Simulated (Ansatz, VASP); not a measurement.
SiNi3: VASP beside Ansatz

```
CELL_PARAMETERS angstrom
3.42814 0.00000 0.00000
0.00000 3.42814 0.00000
0.00000 0.00000 3.42814
ATOMIC_POSITIONS crystal
Si 0.00000 0.00000 0.00000
Ni 0.00000 0.50000 0.50000
Ni 0.50000 0.00000 0.50000
Ni 0.50000 0.50000 0.00000
```

Alike in both runs: functional LDA; k mesh 12 × 12 × 12; occupations gaussian, width 0.1 eV; no spin polarisation.

Ansatz relaxed the structure, and its values are those at the end. VASP's run is a single point on that final structure, the one shown.

```csv
,VASP,Ansatz
version,VASP 6.6.1,Ansatz 0.2.0
potentials or method,"VASP PAW LDA potentials, release 64 (Si, Ni), cutoff 520 eV","scalar-relativistic, plane waves, PAW"
valence electrons in the cell,34,58
```

```csv
,VASP,Ansatz,Ansatz less VASP
gap on the k mesh at the Fermi level (eV),none,none,-
pressure (GPa),0.2,0.0,-0.20
```

LDA's correlation is that of Perdew and Zunger in VASP and of Perdew and Wang (1992) in Ansatz. A gap of «none» marks a metal or a gap that the smearing closes. VASP's potentials hold 34 valence electrons a cell and Ansatz's 58, so a difference there can come from the potentials and not from the codes.
